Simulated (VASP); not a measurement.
Mg:

```
Mg
1.0
     0.00000    2.13885    2.13885
     2.13885    0.00000    2.13885
     2.13885    2.13885    0.00000
Mg
1
Direct
  0.00000 0.00000 0.00000
```

* Program: VASP 6.6.1
* Task: relaxation of cell and atoms
* Functional: PBE
* Potentials or basis: VASP PAW PBE potentials, release 64 (Mg)
* Cutoff: 600 eV
* k mesh: 13 × 13 × 13
* Occupations: fermi-dirac, width 0.08 eV
* Spin: no spin polarisation

At the start: pressure 8.1 GPa; volume 19.57 Å³/atom.

Q: How do energy, volume and symmetry change on relaxing?

A: Over 4 steps the energy falls by 77.2 meV/atom and the volume is 23.05 Å³/atom (+17.8 %); space group Fm-3m (No. 225, to 0.05 Å).

Step by step:
| step | energy change (eV) | largest force (eV/Å) | pressure (GPa) | volume (Å³) |
| --- | --- | --- | --- | --- |
| 1 | 0.0000 | 0.0000 | 8.13 | 19.57 |
| 2 | -0.0757 | 0.0000 | 0.89 | 22.52 |
| 3 | -0.0772 | 0.0000 | -0.10 | 23.12 |
| 4 | -0.0772 | 0.0000 | 0.01 | 23.05 |

Final structure:
```cif
data_structure
_symmetry_space_group_name_H-M 'P 1'
_symmetry_Int_Tables_number 1
_cell_length_a 3.1944
_cell_length_b 3.1944
_cell_length_c 3.1944
_cell_angle_alpha 60.000
_cell_angle_beta 60.000
_cell_angle_gamma 60.000
_cell_volume 23.05
loop_
_atom_site_label
_atom_site_type_symbol
_atom_site_fract_x
_atom_site_fract_y
_atom_site_fract_z
_atom_site_occupancy
Mg1 Mg 0.00000 0.00000 0.00000 1
```

Caveat: the volume moved by over 15 % at a fixed basis, so the end points are rough.
